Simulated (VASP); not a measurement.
# C (Cccm) in VASP: further runs

Runs on C. Level: PBE. Tasks: single point, relaxation of cell and atoms.

Everything below comes from runs of VASP 6.6.1. Logs are shortened: lines on timing, memory, paths and dates and some standing lists are left out, and cuts for length are marked.

## (1) The cell of the first run

The structure is orthorhombic, space group Cccm (No. 66). The conventional cell has a = 5.206 Å, b = 6.070 Å, c = 5.095 Å, α = 90.00°, β = 90.00°, γ = 90.00°. Within 2.0 Å of C (site symmetry 1) lie 4 C at 1.50 to 1.56 Å. Within 2.0 Å of C (site symmetry 222) lie 4 C at 1.50 Å.

The cell was built from a structure type or drawn by symmetry, and may not be a known phase.

## (2) Single point, PBE

The input, INCAR:

```
PREC     = Accurate       # precision mode
ENCUT    = 600            # plane-wave cutoff, eV
EDIFF    = 1E-6           # SCF threshold, eV
ISMEAR   = 0              # smearing method
SIGMA    = 0.1            # smearing width, eV
LREAL    = False          # projectors in reciprocal space
LASPH    = True           # aspherical terms in the spheres
NELM     = 120            # most SCF steps
ALGO     = Normal         # electronic algorithm
ISIF     = 2              # what is computed and relaxed
LWAVE    = False          # write WAVECAR
LCHARG   = False          # write CHGCAR
GGA      = PE             # functional
NBANDS   = 31             # bands
GGA_COMPAT= False
```

The input, KPOINTS:

```
Automatic mesh
0
Gamma
  4 4 4
```

The input, POSCAR:

```
C
1.0
    2.6028173100     -3.0351689300      0.0000000000
    2.6028173100      3.0351689300      0.0000000000
    0.0000000000      0.0000000000      5.0946220400
C
10
Direct
    0.8210784800      0.3911644200      0.8489713700
    0.6088355800      0.1789215200      0.6510286300
    0.3911644200      0.8210784800      0.6510286300
    0.1789215200      0.6088355800      0.8489713700
    0.1789215200      0.6088355800      0.1510286300
    0.3911644200      0.8210784800      0.3489713700
    0.6088355800      0.1789215200      0.3489713700
    0.8210784800      0.3911644200      0.1510286300
    0.5000000000      0.5000000000      0.7500000000
    0.5000000000      0.5000000000      0.2500000000
```

Potentials or basis: VASP PAW PBE potentials, release 64 (C).

Run with:

```
$ cat potpaw_PBE.64/C/POTCAR > POTCAR
$ mpirun -np 1 vasp_std > vasp.out
```

OUTCAR:

```text
PREC = Accurate
   ENCUT = 600
   EDIFF = 1E-6
   ISMEAR = 0
   LREAL = False
   LASPH = True
   NELM = 120
   ISIF = 2
   GGA = PE

 ion  position               nearest neighbor table
   1  0.821  0.391  0.849-   2 1.50   9 1.50   8 1.54   4 1.56
   2  0.609  0.179  0.651-   1 1.50   9 1.50   7 1.54   3 1.56
   3  0.391  0.821  0.651-   4 1.50   9 1.50   6 1.54   2 1.56
   4  0.179  0.609  0.849-   3 1.50   9 1.50   5 1.54   1 1.56
   5  0.179  0.609  0.151-   6 1.50  10 1.50   4 1.54   8 1.56
   6  0.391  0.821  0.349-   5 1.50  10 1.50   3 1.54   7 1.56
   7  0.609  0.179  0.349-   8 1.50  10 1.50   2 1.54   6 1.56
   8  0.821  0.391  0.151-   7 1.50  10 1.50   1 1.54   5 1.56
   9  0.500  0.500  0.750-   1 1.50   2 1.50   3 1.50   4 1.50
  10  0.500  0.500  0.250-   5 1.50   6 1.50   7 1.50   8 1.50

  LATTYP: Found a base centered orthorhombic cell.
 ALAT       =     5.2056346200
 B/A-ratio  =     1.1661090920
 C/A-ratio  =     0.9786745348

  Lattice vectors:

 A1 = (   2.6028173100,  -3.0351689300,   0.0000000000)
 A2 = (   2.6028173100,   3.0351689300,   0.0000000000)
 A3 = (   0.0000000000,   0.0000000000,   5.0946220400)

Analysis of symmetry for initial positions (statically):
=====================================================================
 Subroutine PRICEL returns:
 Original cell was already a primitive cell.

 Routine SETGRP: Setting up the symmetry group for a
 base centered orthorhombic supercell.

 Subroutine GETGRP returns: Found  8 space group operations
 (whereof  4 operations were pure point group operations)
 out of a pool of  8 trial point group operations.

The static configuration has the point symmetry C_2h.
 The point group associated with its full space group is D_2h.

Analysis of symmetry for dynamics (positions and initial velocities):
=====================================================================
 Subroutine PRICEL returns:
 Original cell was already a primitive cell.

 Routine SETGRP: Setting up the symmetry group for a
 base centered orthorhombic supercell.

 Subroutine GETGRP returns: Found  8 space group operations
 (whereof  4 operations were pure point group operations)
 out of a pool of  8 trial point group operations.
[... 116 lines left out ...]
   EDIFFG = 0.1E-04   stopping-criterion for IOM
   NSW    =      0    number of steps for IOM
   IBRION =     -1    ionic relax: 0-MD 1-quasi-New 2-CG
   NFREE  =      0    steps in history (QN), initial steepest desc. (CG)
   ISIF   =      2    stress and relaxation
   ISYM   =      2    0-nonsym 1-usesym 2-fastsym
   POTIM  = 0.5000    time-step for ionic-motion
   TEBEG  =    0.0;   TEEND  =   0.0 temperature during run
   PSTRESS=    0.0 pullay stress
   NELECT =      40.0000    total number of electrons
   NUPDOWN=      -1.0000    fix difference up-down
   EMIN   =  10.00;   EMAX   =-10.00  energy-range for DOS
   EFERMI =   0.00;   METHOD = LEGACY
   ISMEAR =     0;   SIGMA  =   0.10  broadening in eV -4-tet -1-fermi 0-gaus
   EFERMI_NEDOS =   21; number of points for ismear=-14 and -15
   IALGO  =     38    algorithm
   IMIX   =      4    mixing-type and parameters
     AMIX     =   0.40;   BMIX     =  1.00
     AMIX_MAG =   1.60;   BMIX_MAG =  1.00
  volume/ion in A,a.u.               =       8.05        54.32
  Fermi-wavevector in a.u.,A,eV,Ry     =   1.296697  2.450403 22.877166  1.681424
  Thomas-Fermi vector in A             =   2.428137
   LORBIT       =      0    0 simple, 1 ext, 2 COOP (PROOUT), +10 PAW based schemes
   GGA     = PE    functional components
   LHFCALC =     F    Hartree Fock is set to
   AEXX    =    0.0000 exact exchange contribution
   IVDW    =     0    specifies the selected vdW correction
   LEPSILON=     F    determine dielectric tensor
   LRPA    =     F    only Hartree local field effects (RPA)
 non-spin polarized calculation
 Gauss-broadening in eV      SIGMA  =   0.10
  energy-cutoff  :      600.00
  volume of cell :       80.49
 maximum number of plane-waves:      2714
   NGX = 15   NGY = 15   NGZ = 21

 number of electron      40.0000002 magnetization

 Free energy of the ion-electron system (eV)
  ---------------------------------------------------
  ext. energy  EPLUGINS =         0.00000000
  ---------------------------------------------------
  free energy    TOTEN  =       -82.38002875 eV

  energy without entropy =      -82.38002875  energy(sigma->0) =      -82.38002875

 E-fermi :   5.5269     XC(G=0): -10.7416

 val. band max:        5.0171295156   @ k =   0.5000   0.5000   0.0000
 cond. band min:       7.5403015564   @ k =   0.5000   0.5000   0.0000
 fundamental gap:      2.5231720408
 Fermi energy:         5.5268643139

 k-point     1 :       0.0000    0.0000    0.0000
  band No.  band energies     occupation
      1     -15.1380      2.00000
      2     -12.1703      2.00000
      3     -11.0002      2.00000
      4     -10.9129      2.00000
      5      -8.9365      2.00000
      6      -7.4355      2.00000
[... 703 lines left out ...]
     30      15.1570      0.00000
     31      15.7579      0.00000

------------------------ aborting loop because EDIFF is reached ----------------------------------------

  FORCE on cell =-STRESS in cart. coord.  units (eV):
  Direction    XX          YY          ZZ          XY          YZ          ZX
  --------------------------------------------------------------------------------------
  -------------------------------------------------------------------------------------
  Total       -8.2479999     -7.4771701     14.5641292      0.0000000      0.0000000      0.0000000
  in kB     -164.1688317   -148.8261756    289.8855617      0.0000000      0.0000000      0.0000000
  external PRESSURE =      -7.7031485 kB  Pullay stress =       0.0000000 kB

 VOLUME and BASIS-vectors are now :
 -----------------------------------------------------------------------------
  energy-cutoff  :      600.00
  volume of cell :       80.49
      direct lattice vectors                 reciprocal lattice vectors
     2.602817310 -3.035168930  0.000000000     0.192099537 -0.164735477  0.000000000
     2.602817310  3.035168930  0.000000000     0.192099537  0.164735477  0.000000000
     0.000000000  0.000000000  5.094622040     0.000000000  0.000000000  0.196285415

 POSITION                                       TOTAL-FORCE (eV/Angst)
 -----------------------------------------------------------------------------------
      3.15525     -1.30486      4.32519         0.318889      0.427586      0.199593
      2.05039     -1.30486      3.31674        -0.318889      0.427586     -0.199593
      3.15525      1.30486      3.31674         0.318889     -0.427586     -0.199593
      2.05039      1.30486      4.32519        -0.318889     -0.427586      0.199593
      2.05039      1.30486      0.76943        -0.318889     -0.427586     -0.199593
      3.15525      1.30486      1.77788         0.318889     -0.427586      0.199593
      2.05039     -1.30486      1.77788        -0.318889      0.427586      0.199593
      3.15525     -1.30486      0.76943         0.318889      0.427586     -0.199593
      2.60282      0.00000      3.82097        -0.000000      0.000000      0.000000
      2.60282      0.00000      1.27366        -0.000000      0.000000      0.000000
 -----------------------------------------------------------------------------------
    total drift:                                0.000000      0.000000     -0.000000

  FREE ENERGIE OF THE ION-ELECTRON SYSTEM (eV)
  ---------------------------------------------------
  free  energy   TOTEN  =       -82.3800287484 eV

  energy  without entropy=      -82.3800287484  energy(sigma->0) =      -82.38002875
```

OSZICAR:

```text
N       E                     dE             d eps       ncg     rms          rms(c)
DAV:   1     0.155950719584E+03    0.15595E+03   -0.22552E+04  1302   0.136E+03
DAV:   2    -0.750081714928E+02   -0.23096E+03   -0.22206E+03  1652   0.267E+02
DAV:   3    -0.863304510131E+02   -0.11322E+02   -0.11227E+02  1692   0.572E+01
DAV:   4    -0.864924705335E+02   -0.16202E+00   -0.16175E+00  1732   0.742E+00
DAV:   5    -0.864960970981E+02   -0.36266E-02   -0.36259E-02  1766   0.107E+00    0.121E+01
DAV:   6    -0.832640626405E+02    0.32320E+01   -0.31871E+00  1632   0.861E+00    0.697E+00
DAV:   7    -0.823521822442E+02    0.91188E+00   -0.26837E+00  1740   0.787E+00    0.207E+00
DAV:   8    -0.823742166729E+02   -0.22034E-01   -0.14006E-01  1691   0.194E+00    0.713E-01
DAV:   9    -0.823793024013E+02   -0.50857E-02   -0.11778E-02  1685   0.618E-01    0.111E-01
DAV:  10    -0.823798198729E+02   -0.51747E-03   -0.99468E-04  1721   0.182E-01    0.412E-02
DAV:  11    -0.823800138844E+02   -0.19401E-03   -0.23001E-04  1583   0.852E-02    0.144E-02
DAV:  12    -0.823800282798E+02   -0.14395E-04   -0.35815E-05  1705   0.350E-02    0.345E-03
DAV:  13    -0.823800287484E+02   -0.46861E-06   -0.42558E-06  1710   0.120E-02
   1 F= -.82380029E+02 E0= -.82380029E+02  d E =-.458133E-14
```

stdout:

```text
POSCAR found type information on POSCAR C
 POSCAR found :  1 types and      10 ions
 scaLAPACK will be used
 LDA part: xc-table for (Slater+PW92), standard interpolation
 POSCAR, INCAR and KPOINTS ok, starting setup
 FFT: planning ... GRIDC
 FFT: planning ... GRID_SOFT
 FFT: planning ... GRID
 WAVECAR not read
 entering main loop
```

It took 61 s on 1 thread of Intel Xeon 8259CL, shared host; peak memory 0.2 GiB.

Results:

```
Free energy            : -82.3800 eV
Pressure               : -0.8 GPa
Largest force          : 0.570 eV/Å
Band gap on the k mesh : 2.52 eV
```

Forces on the atoms (eV/Å):
```
C    0.319  0.428  0.200
C   -0.319  0.428 -0.200
C    0.319 -0.428 -0.200
C   -0.319 -0.428  0.200
C   -0.319 -0.428 -0.200
C    0.319 -0.428  0.200
C   -0.319  0.428  0.200
C    0.319  0.428 -0.200
C    0.000  0.000  0.000
C    0.000  0.000  0.000
```

## (3) Single point, PBE

This run uses another cell than the first one, of 7.99 Å³/atom.

The input, INCAR:

```
SYSTEM = C
PREC = Accurate
ENCUT = 600
EDIFF = 1E-6
ISMEAR = 0
SIGMA = 0.02
LREAL = .FALSE.
LASPH = .TRUE.
NELM = 120
ALGO = Normal
ISIF = 2
LWAVE = .FALSE.
LCHARG = .FALSE.
GGA = PE
NBANDS = 31
GGA_COMPAT = .FALSE.
```

The input, KPOINTS:

```
regular mesh
0
G
  6 6 4
  0 0 0
```

The input, POSCAR:

```
C
1.0
    2.4814697971     -2.9826197456      0.0000000000
    2.4814697971      2.9826197456      0.0000000000
    0.0000000000      0.0000000000      5.3952378015
C
10
Direct
    0.8167053241      0.3915035974      0.3541148013
    0.6084964026      0.1832946759      0.1458851987
    0.3915035974      0.8167053241      0.1458851987
    0.1832946759      0.6084964026      0.3541148013
    0.1832946759      0.6084964026      0.6458851987
    0.3915035974      0.8167053241      0.8541148013
    0.6084964026      0.1832946759      0.8541148013
    0.8167053241      0.3915035974      0.6458851987
    0.5000000000      0.5000000000      0.2500000000
    0.5000000000      0.5000000000      0.7500000000
```

Potentials or basis: VASP PAW PBE potentials, release 64 (C).

Run with:

```
$ cat potpaw_PBE.64/C/POTCAR > POTCAR
$ mpirun -np 1 vasp_std > vasp.out
```

Wall time 2.1 min (1 thread of Intel Xeon 8259CL, shared host); peak memory 0.24 GiB.

It converged, with:

```
Free energy            : -83.1011 eV
Pressure               : 0.0 GPa
Largest force          : 0.035 eV/Å
Band gap on the k mesh : 2.95 eV (least direct gap 3.26 eV)
```

Forces on the atoms (eV/Å):
```
C    0.015 -0.025  0.019
C   -0.015 -0.025 -0.019
C    0.015  0.025 -0.019
C   -0.015  0.025  0.019
C   -0.015  0.025 -0.019
C    0.015  0.025  0.019
C   -0.015 -0.025  0.019
C    0.015 -0.025 -0.019
C    0.000  0.000  0.000
C    0.000  0.000  0.000
```

Stress tensor (GPa, compression positive):
```
-0.12  0.00  0.00
 0.00  0.16  0.00
 0.00  0.00 -0.03
```

Levels at points of the mesh, in eV from the valence-band top:
```tsv
k point	band 17	band 18	band 19	band 20	band 21	band 22	band 23	band 24
(0.00, 0.00, 0.00)	-3.28	-3.00	-2.93	-2.33	2.95	4.88	5.29	5.35
(0.50, 0.00, 0.00)	-2.82	-2.76	-2.60	-2.00	4.05	4.38	4.38	4.40
(0.50, 0.50, 0.00)	-2.68	-2.10	-0.58	0.00	3.26	3.30	3.79	5.88
(0.00, 0.00, 0.50)	-3.95	-3.95	-1.77	-1.77	4.90	4.90	5.10	5.10
(0.50, 0.00, 0.50)	-3.33	-2.59	-2.03	-1.00	3.18	4.67	5.18	6.20
(0.50, 0.50, 0.50)	-2.01	-2.01	-1.36	-1.36	3.04	3.04	6.04	6.04
```

## (4) Relaxation of cell and atoms, PBE

This run uses another cell than the first one, of 7.99 Å³/atom.

The input, INCAR:

```
SYSTEM = C
PREC = Accurate ; ENCUT = 600
EDIFF = 1E-7 ; ISMEAR = 0
SIGMA = 0.02 ; LREAL = .FALSE.
LASPH = .TRUE. ; NELM = 120
ALGO = Normal ; ISIF = 3
LWAVE = .FALSE. ; LCHARG = .FALSE.
GGA = PE ; IBRION = 2
NSW = 100 ; EDIFFG = -0.01
GGA_COMPAT = .FALSE. ; NELMIN = 4
```

KPOINTS is that of step 3.

The input, POSCAR:

```
C
1.0
    2.4818470992     -2.9823963013      0.0000000000
    2.4818470992      2.9823963013      0.0000000000
    0.0000000000      0.0000000000      5.3951187916
C
10
Direct
    0.8167154867      0.3915111574      0.3541055532
    0.6084888426      0.1832845133      0.1458944468
    0.3915111574      0.8167154867      0.1458944468
    0.1832845133      0.6084888426      0.3541055532
    0.1832845133      0.6084888426      0.6458944468
    0.3915111574      0.8167154867      0.8541055532
    0.6084888426      0.1832845133      0.8541055532
    0.8167154867      0.3915111574      0.6458944468
    0.5000000000      0.5000000000      0.2500000000
    0.5000000000      0.5000000000      0.7500000000
```

Run with:

```
$ cat potpaw_PBE.64/C/POTCAR > POTCAR
$ mpirun -np 1 vasp_std > vasp.out
```

It took 4.7 min on 1 thread of Intel Xeon 8259CL, shared host; peak memory 0.24 GiB.

The run converged. Its results:

```
Free energy                           : -83.1012 eV
Relaxed volume                        : 7.98 Å³/atom
Relaxed cell                          : a = 3.880 Å, b = 3.880 Å, c = 5.395 Å, α = 90.00°, β = 90.00°, γ = 100.48°
Space group after relaxing (to 0.1 Å) : Cccm (No. 66)
Energy gained by relaxing             : 0.0 meV/atom
Ionic steps                           : 4
Pressure after relaxing               : 0.0 GPa
Largest force after relaxing          : 0.004 eV/Å
Band gap on the k mesh                : 2.95 eV (least direct gap 3.27 eV)
```

Forces on the atoms (eV/Å):
```
C    0.004  0.001  0.000
C   -0.004  0.001  0.000
C    0.004 -0.001  0.000
C   -0.004 -0.001  0.000
C   -0.004 -0.001  0.000
C    0.004 -0.001  0.000
C   -0.004  0.001  0.000
C    0.004  0.001  0.000
C    0.000  0.000  0.000
C    0.000  0.000  0.000
```

Stress tensor (GPa, compression positive):
```
 0.00  0.00  0.00
 0.00 -0.10  0.00
 0.00  0.00  0.04
```

Step by step:
| step | energy change (eV) | largest force (eV/Å) | pressure (GPa) | volume (Å³) |
| --- | --- | --- | --- | --- |
| 1 | 0.0000 | 0.0382 | -0.01 | 79.87 |
| 2 | 0.0006 | 0.1188 | -0.13 | 79.86 |
| 3 | -0.0001 | 0.0115 | -0.04 | 79.87 |
| 4 | -0.0001 | 0.0045 | -0.02 | 79.84 |

Final structure:
```
C
1.0
     2.48117   -2.98243    0.00000
     2.48117    2.98243    0.00000
     0.00000    0.00000    5.39498
C
10
Direct
  0.81681 0.39136 0.35416
  0.60864 0.18319 0.14584
  0.39136 0.81681 0.14584
  0.18319 0.60864 0.35416
  0.18319 0.60864 0.64584
  0.39136 0.81681 0.85416
  0.60864 0.18319 0.85416
  0.81681 0.39136 0.64584
  0.50000 0.50000 0.25000
  0.50000 0.50000 0.75000
```

Levels at points of the mesh, in eV from the valence-band top:
| k point | band 16 | band 17 | band 18 | band 19 | band 20 | band 21 | band 22 | band 23 | band 24 | band 25 |
| --- | --- | --- | --- | --- | --- | --- | --- | --- | --- | --- |
| (0.00, 0.00, 0.00) | -3.44 | -3.28 | -3.00 | -2.92 | -2.33 | 2.95 | 4.88 | 5.30 | 5.36 | 5.99 |
| (0.50, 0.00, 0.00) | -3.00 | -2.81 | -2.76 | -2.59 | -1.99 | 4.05 | 4.39 | 4.39 | 4.41 | 6.53 |
| (0.50, 0.50, 0.00) | -3.32 | -2.66 | -2.11 | -0.57 | 0.00 | 3.27 | 3.31 | 3.79 | 5.88 | 6.29 |
| (0.00, 0.00, 0.50) | -4.02 | -3.94 | -3.94 | -1.76 | -1.76 | 4.90 | 4.90 | 5.10 | 5.10 | 6.99 |
| (0.50, 0.00, 0.50) | -3.52 | -3.32 | -2.59 | -2.02 | -1.00 | 3.19 | 4.68 | 5.19 | 6.20 | 6.73 |
| (0.50, 0.50, 0.50) | -2.13 | -2.01 | -2.01 | -1.35 | -1.35 | 3.05 | 3.05 | 6.04 | 6.04 | 6.54 |

A k mesh can miss the band edges.

## (5) The runs side by side

```tsv
task	cell	k mesh	smearing	gap on the mesh (eV)	pressure (GPa)	largest force (eV/Å)
single point	a = 3.998, b = 3.998, c = 5.095 Å, angles 90.0, 90.0, 98.8°, 10 atoms, atomic positions A	4 × 4 × 4	gaussian 0.1 eV	2.52	-0.8	0.57
single point	a = 3.880, b = 3.880, c = 5.395 Å, angles 90.0, 90.0, 100.5°, 10 atoms, atomic positions B	6 × 6 × 4	gaussian 0.02 eV	2.95	0.0	0.04
relaxation of cell and atoms	relaxed from a = 3.880, b = 3.880, c = 5.395 Å, angles 90.0, 90.0, 100.5°, 10 atoms, atomic positions B	6 × 6 × 4	gaussian 0.02 eV	2.95	0.0	-
```

Alike in all rows: level PBE; potentials or basis VASP PAW PBE potentials, release 64 (C); no spin polarisation; cutoff (eV) 600.

Total energies depend on the potentials used, so only differences within one code and one set of settings carry meaning.
